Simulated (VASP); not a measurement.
# KCl (Pm-3m) in VASP: settings compared

The runs below take KCl through single point, with PBE0, PBE.

Program: VASP 6.6.1. These are calculated values, not measurements. Logs are shortened: lines on timing, memory, paths and dates and some standing lists are left out, and cuts for length are marked.

## (1) The cell of the first run

Symmetry: Pm-3m, No. 221, cubic system. Conventional cell: a = 3.838 Å, b = 3.838 Å, c = 3.838 Å, α = 90.00°, β = 90.00°, γ = 90.00°. Within 4.4 Å of K (site symmetry m-3m) lie 8 Cl at 3.32 Å and 6 K at 3.84 Å. Within 4.4 Å of Cl (site symmetry m-3m) lie 8 K at 3.32 Å and 6 Cl at 3.84 Å.

## (2) Single point, PBE0

Contents of POSCAR:

```
KCl
1.0
    3.8375709993      0.0000000000      0.0000000000
    0.0000000000      3.8375709993      0.0000000000
    0.0000000000      0.0000000000      3.8375709993
K Cl
1 1
Direct
    0.0000000000      0.0000000000      0.0000000000
    0.5000000000      0.5000000000      0.5000000000
```

Contents of INCAR.step1:

```
  PREC = Accurate
  ENCUT = 520
  EDIFF = 1E-5
  ISMEAR = 0
  SIGMA = 0.02
  LREAL = F
  LASPH = T
  NELM = 100
  ALGO = Normal
  ISIF = 2
  LWAVE = T
  LCHARG = F
  GGA = PE
  NBANDS = 15
```

Contents of INCAR.step2:

```
  PREC = Accurate
  ENCUT = 520
  EDIFF = 1E-6
  ISMEAR = 0
  SIGMA = 0.02
  LREAL = F
  LASPH = T
  NELM = 100
  ALGO = Normal
  ISIF = 2
  LWAVE = F
  LCHARG = F
  GGA = PE
  LHFCALC = T
  AEXX = 0.25
  PRECFOCK = Normal
  ISTART = 1
  NBANDS = 15
```

Contents of KPOINTS:

```
regular mesh
0
Gamma
  6 6 6
```

Potentials or basis: VASP PAW PBE potentials, release 64 (K_sv, Cl).

Launch:

```console
> cat potpaw_PBE.64/K_sv/POTCAR potpaw_PBE.64/Cl/POTCAR > POTCAR
> cp INCAR.step1 INCAR
> mpirun -np 1 vasp_std > vasp.out
> cp INCAR.step2 INCAR
> mpirun -np 1 vasp_std > vasp.out
```

OUTCAR:

```text
PREC = Accurate
   ENCUT = 520
   EDIFF = 1E-6
   ISMEAR = 0
   LREAL = F
   LASPH = T
   NELM = 100
   ISIF = 2
   GGA = PE
   LHFCALC = T
   AEXX = 0.25
   PRECFOCK = Normal
   ISTART = 1

 ion  position               nearest neighbor table
   1  0.000  0.000  0.000-
   2  0.500  0.500  0.500-

  LATTYP: Found a simple cubic cell.
 ALAT       =     3.8375709993

  Lattice vectors:

 A1 = (   3.8375709993,   0.0000000000,   0.0000000000)
 A2 = (   0.0000000000,   3.8375709993,   0.0000000000)
 A3 = (   0.0000000000,   0.0000000000,   3.8375709993)

Analysis of symmetry for initial positions (statically):
=====================================================================
 Subroutine PRICEL returns:
 Original cell was already a primitive cell.

 Routine SETGRP: Setting up the symmetry group for a
 simple cubic supercell.

 Subroutine GETGRP returns: Found 48 space group operations
 (whereof 48 operations were pure point group operations)
 out of a pool of 48 trial point group operations.

The static configuration has the point symmetry O_h .

Analysis of symmetry for dynamics (positions and initial velocities):
=====================================================================
 Subroutine PRICEL returns:
 Original cell was already a primitive cell.

 Routine SETGRP: Setting up the symmetry group for a
 simple cubic supercell.

 Subroutine GETGRP returns: Found 48 space group operations
 (whereof 48 operations were pure point group operations)
 out of a pool of 48 trial point group operations.

The dynamic configuration has the point symmetry O_h .

 Subroutine INISYM returns: Found 48 space group operations
 (whereof 48 operations are pure point group operations),
 and found     1 'primitive' translations

----------------------------------------------------------------------------------------

                                     Primitive cell

  volume of cell :      56.5157

  direct lattice vectors                    reciprocal lattice vectors
     3.837570999  0.000000000  0.000000000     0.260581498  0.000000000  0.000000000
     0.000000000  3.837570999  0.000000000     0.000000000  0.260581498  0.000000000
     0.000000000  0.000000000  3.837570999     0.000000000  0.000000000  0.260581498

  length of vectors
[... 93 lines left out ...]
   EFERMI_NEDOS =   21; number of points for ismear=-14 and -15
   IALGO  =     38    algorithm
   IMIX   =      1    mixing-type and parameters
     AMIX     =   0.40;   BMIX     =  1.00
     AMIX_MAG =   1.60;   BMIX_MAG =  1.00
  volume/ion in A,a.u.               =      28.26       190.69
  Fermi-wavevector in a.u.,A,eV,Ry     =   1.074959  2.031377 15.722021  1.155536
  Thomas-Fermi vector in A             =   2.210802
   LORBIT       =      0    0 simple, 1 ext, 2 COOP (PROOUT), +10 PAW based schemes
   GGA     = PE    functional components
   LHFCALC =     T    Hartree Fock is set to
   PRECFOCK=normal    Normal, Fast or Accurate (Low or Medium for compatibility)
   ENCUT4O =  -1.0   cutoff for four orbital integrals eV
   NKREDX  =     1    reduce k-point grid by
   NKREDY  =     1    reduce k-point grid by
   NKREDZ  =     1    reduce k-point grid by
   AEXX    =    0.2500 exact exchange contribution
   HFSCREEN=    0.0000 screening length (either q_TF or 0.3 A-1)
   HFSCREENC=   0.0000 screening length for correlation (either q_TF or 0.3 A-1)
   ENCUTFOCK=  -1.0 apply spherical cutoff to Coloumb kernel
   IVDW    =     0    specifies the selected vdW correction
   LEPSILON=     F    determine dielectric tensor
   LRPA    =     F    only Hartree local field effects (RPA)
 non-spin polarized calculation
 Gauss-broadening in eV      SIGMA  =   0.02
  energy-cutoff  :      520.00
  volume of cell :       56.52
 maximum number of plane-waves:      1568
 NGX is ok and might be reduce to    30
  NGX = 24; NGY = 24; NGZ = 24

 number of electron      16.0000007 magnetization

 Free energy of the ion-electron system (eV)
  ---------------------------------------------------
  ext. energy  EPLUGINS =         0.00000000
  ---------------------------------------------------
  free energy    TOTEN  =        -8.23395027 eV

  energy without entropy =       -8.23395027  energy(sigma->0) =       -8.23395027

 E-fermi :  -1.9877     XC(G=0):  -6.3601

 val. band max:       -2.1789203913   @ k =   0.5000   0.5000   0.0000
 cond. band min:       4.6739260410   @ k =   0.0000   0.0000   0.0000
 fundamental gap:      6.8528464324
 Fermi energy:        -1.9876670362

 k-point     1 :       0.0000    0.0000    0.0000
  band No.  band energies     occupation
      1     -32.3838      2.00000
      2     -15.9682      2.00000
      3     -14.4024      2.00000
      4     -14.4024      2.00000
      5     -14.4024      2.00000
      6      -2.4000      2.00000
      7      -2.4000      2.00000
      8      -2.4000      2.00000
      9       4.6739      0.00000
     10       6.5714      0.00000
     11       6.5714      0.00000
     12      11.1079      0.00000
     13      11.1079      0.00000
     14      11.1079      0.00000
[... 329 lines left out ...]
      2     -15.5281      2.00000
      3     -14.5738      2.00000
      4     -14.5738      2.00000
      5     -14.5738      2.00000
      6      -3.5942      2.00000
      7      -3.5942      2.00000
      8      -3.5942      2.00000
      9       8.7545      0.00000
     10       8.7545      0.00000
     11       8.7545      0.00000
     12      10.2643      0.00000
     13      10.2643      0.00000
     14      10.2643      0.00000
     15      12.9312      0.00000

------------------------ aborting loop because EDIFF is reached ----------------------------------------

  FORCE on cell =-STRESS in cart. coord.  units (eV):
  Direction    XX          YY          ZZ          XY          YZ          ZX
  --------------------------------------------------------------------------------------
  -------------------------------------------------------------------------------------
  Total       -0.1743210     -0.1743210     -0.1743210      0.0000000      0.0000000     -0.0000000
  in kB       -4.9418673     -4.9418673     -4.9418673      0.0000000      0.0000000     -0.0000000
  external PRESSURE =      -4.9418673 kB  Pullay stress =       0.0000000 kB

 VOLUME and BASIS-vectors are now :
 -----------------------------------------------------------------------------
  energy-cutoff  :      520.00
  volume of cell :       56.52
      direct lattice vectors                 reciprocal lattice vectors
     3.837570999  0.000000000  0.000000000     0.260581498  0.000000000  0.000000000
     0.000000000  3.837570999  0.000000000     0.000000000  0.260581498  0.000000000
     0.000000000  0.000000000  3.837570999     0.000000000  0.000000000  0.260581498

 POSITION                                       TOTAL-FORCE (eV/Angst)
 -----------------------------------------------------------------------------------
      0.00000      0.00000      0.00000         0.000000      0.000000      0.000000
      1.91879      1.91879      1.91879         0.000000      0.000000      0.000000
 -----------------------------------------------------------------------------------
    total drift:                               -0.000000     -0.000000     -0.000000

  FREE ENERGIE OF THE ION-ELECTRON SYSTEM (eV)
  ---------------------------------------------------
  free  energy   TOTEN  =        -8.2339502705 eV

  energy  without entropy=       -8.2339502705  energy(sigma->0) =       -8.23395027
```

Run time: 14 min. Hardware: 1 thread of Intel Xeon 6975P-C (Granite Rapids), shared host; peak memory 0.2 GiB.

What came out:

| Property | Result |
| --- | --- |
| Free energy | -8.2340 eV |
| Pressure | -0.5 GPa |
| Band gap on the k mesh | 6.85 eV (least direct gap 7.07 eV) |

Levels at points of the mesh, in eV from the valence-band top:
```csv
k point,band 5,band 6,band 7,band 8,band 9,band 10,band 11,band 12
"(0.00, 0.00, 0.00)",-12.22,-0.22,-0.22,-0.22,6.85,8.75,8.75,13.29
"(0.50, 0.00, 0.00)",-12.11,-1.89,-0.22,-0.22,9.83,10.27,10.53,12.29
"(0.50, 0.50, 0.00)",-12.17,-1.30,-1.30,0.00,8.31,9.54,11.36,11.36
"(0.50, 0.50, 0.50)",-12.39,-1.42,-1.42,-1.42,10.93,10.93,10.93,12.44
```

Caveat: the PAW data sets were made with another functional, which shifts forces and pressure a little.

## (3) Single point, PBE (strained)

Contents of INCAR:

```
PREC     = Accurate       # precision mode
ENCUT    = 520            # plane-wave cutoff, eV
EDIFF    = 1E-7           # SCF threshold, eV
ISMEAR   = 0              # smearing method
SIGMA    = 0.02           # smearing width, eV
LREAL    = False          # projectors in reciprocal space
LASPH    = True           # aspherical terms in the spheres
NELM     = 100            # most SCF steps
ALGO     = Normal         # electronic algorithm
ISIF     = 2              # what is computed and relaxed
LWAVE    = False          # write WAVECAR
LCHARG   = False          # write CHGCAR
GGA      = PE             # functional
NBANDS   = 15             # bands
```

Contents of KPOINTS:

```
Automatic mesh
0
Gamma
  6 6 6
```

Contents of POSCAR:

```
KCl
1.0
    3.8236472562      0.0000000000      0.0000000000
    0.0000000000      3.8236472562      0.0000000000
    0.0000000000      0.0000000000      3.8236472562
K Cl
1 1
Direct
    0.0000000000      0.0000000000      0.0000000000
    0.5000000000      0.5000000000      0.5000000000
```

Potentials or basis: VASP PAW PBE potentials, release 64 (K_sv, Cl).

Launch:

```console
> cat potpaw_PBE.64/K_sv/POTCAR potpaw_PBE.64/Cl/POTCAR > POTCAR
> mpirun -np 1 vasp_std > vasp.out
```

OUTCAR:

```text
PREC = Accurate
   ENCUT = 520
   EDIFF = 1E-7
   ISMEAR = 0
   LREAL = False
   LASPH = True
   NELM = 100
   ISIF = 2
   GGA = PE

 ion  position               nearest neighbor table
   1  0.000  0.000  0.000-
   2  0.500  0.500  0.500-

  LATTYP: Found a simple cubic cell.
 ALAT       =     3.8236472562

  Lattice vectors:

 A1 = (   3.8236472562,   0.0000000000,   0.0000000000)
 A2 = (   0.0000000000,   3.8236472562,   0.0000000000)
[... 536 lines left out ...]
     15      11.5156      0.00000

------------------------ aborting loop because EDIFF is reached ----------------------------------------

  FORCE on cell =-STRESS in cart. coord.  units (eV):
  Direction    XX          YY          ZZ          XY          YZ          ZX
  --------------------------------------------------------------------------------------
  -------------------------------------------------------------------------------------
  Total        0.0660198      0.0660198      0.0660198      0.0000000      0.0000000      0.0000000
  in kB        1.8921327      1.8921327      1.8921327      0.0000000      0.0000000      0.0000000
  external PRESSURE =       1.8921327 kB  Pullay stress =       0.0000000 kB

 VOLUME and BASIS-vectors are now :
 -----------------------------------------------------------------------------
  energy-cutoff  :      520.00
  volume of cell :       55.90
      direct lattice vectors                 reciprocal lattice vectors
     3.823647256  0.000000000  0.000000000     0.261530401  0.000000000  0.000000000
     0.000000000  3.823647256  0.000000000     0.000000000  0.261530401  0.000000000
     0.000000000  0.000000000  3.823647256     0.000000000  0.000000000  0.261530401

 POSITION                                       TOTAL-FORCE (eV/Angst)
 -----------------------------------------------------------------------------------
      0.00000      0.00000      0.00000         0.000000      0.000000      0.000000
      1.91182      1.91182      1.91182         0.000000      0.000000      0.000000
 -----------------------------------------------------------------------------------
    total drift:                                0.000000      0.000000      0.000000

  FREE ENERGIE OF THE ION-ELECTRON SYSTEM (eV)
  ---------------------------------------------------
  free  energy   TOTEN  =        -6.6547749355 eV

  energy  without entropy=       -6.6547749355  energy(sigma->0) =       -6.65477494
```

OSZICAR:

```text
N       E                     dE             d eps       ncg     rms          rms(c)
DAV:   1     0.991869452349E+02    0.99187E+02   -0.72141E+03   600   0.971E+02
DAV:   2    -0.978021507761E+00   -0.10016E+03   -0.92730E+02   791   0.239E+02
DAV:   3    -0.673800752720E+01   -0.57600E+01   -0.57239E+01   846   0.505E+01
DAV:   4    -0.696549754201E+01   -0.22749E+00   -0.22745E+00   859   0.906E+00
DAV:   5    -0.696732032276E+01   -0.18228E-02   -0.18228E-02   853   0.896E-01    0.295E+00
DAV:   6    -0.668658902746E+01    0.28073E+00   -0.30403E-01   754   0.319E+00    0.244E+00
DAV:   7    -0.665256592831E+01    0.34023E-01   -0.90725E-02   754   0.195E+00    0.148E+00
DAV:   8    -0.665449346490E+01   -0.19275E-02   -0.17304E-02   856   0.101E+00    0.213E-01
DAV:   9    -0.665450906574E+01   -0.15601E-04   -0.80840E-04   782   0.198E-01    0.110E-01
DAV:  10    -0.665477822977E+01   -0.26916E-03   -0.36840E-04   670   0.151E-01    0.287E-02
DAV:  11    -0.665477377337E+01    0.44564E-05   -0.16619E-05   861   0.300E-02    0.975E-03
DAV:  12    -0.665477508552E+01   -0.13122E-05   -0.10207E-06   699   0.799E-03    0.188E-03
DAV:  13    -0.665477496100E+01    0.12452E-06   -0.90387E-08   679   0.248E-03    0.256E-04
DAV:  14    -0.665477493546E+01    0.25540E-07   -0.14011E-08   580   0.108E-03
   1 F= -.66547749E+01 E0= -.66547749E+01  d E =-.651119E-43
```

Run time: 18 s. Hardware: 1 thread of AMD EPYC 7R43 (Zen 3), shared host; peak memory 0.12 GiB.

What came out:

| Quantity | Value |
| --- | --- |
| Free energy | -6.6548 eV |
| Pressure | 0.2 GPa |
| Band gap on the k mesh | 4.85 eV (least direct gap 5.05 eV) |

Caveat: the cell differs from its parent crystal (strained). A k mesh can miss the band edges.
